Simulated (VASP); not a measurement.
A run of VASP 6.6.1:

INCAR

```
PREC = Accurate ; ENCUT = 520
EDIFF = 1E-6 ; ISMEAR = 0
SIGMA = 0.1 ; LREAL = False
LASPH = True ; NELM = 80
ALGO = Normal ; ISIF = 2
LWAVE = False ; LCHARG = False
GGA = PE ; NBANDS = 13
```

File KPOINTS:

```
regular mesh
0
Gamma
  9 9 8
```

POSCAR

```
Mo
1.0
    2.7126311043      0.0000000000      0.0000000000
   -1.3563155522      2.3492074474      0.0000000000
    0.0000000000      0.0000000000      2.5346146881
Mo
1
Direct
    0.0000000000      0.0000000000      0.0000000000
```

Potentials or basis: VASP PAW PBE potentials, release 64 (Mo_sv).

The run is started by

```console
$ cat potpaw_PBE.64/Mo_sv/POTCAR > POTCAR
$ mpirun -np 1 vasp_std > vasp.out
```

Hardware: 1 thread of Intel Xeon 6975P-C (shared host).

Q: How long does it take, and how much memory?

A: Wall time 7.4 s on 1 thread of Intel Xeon 6975P-C, with other jobs on the host, peak memory 0.13 GiB. Counts: scf iterations 11, k points 60.
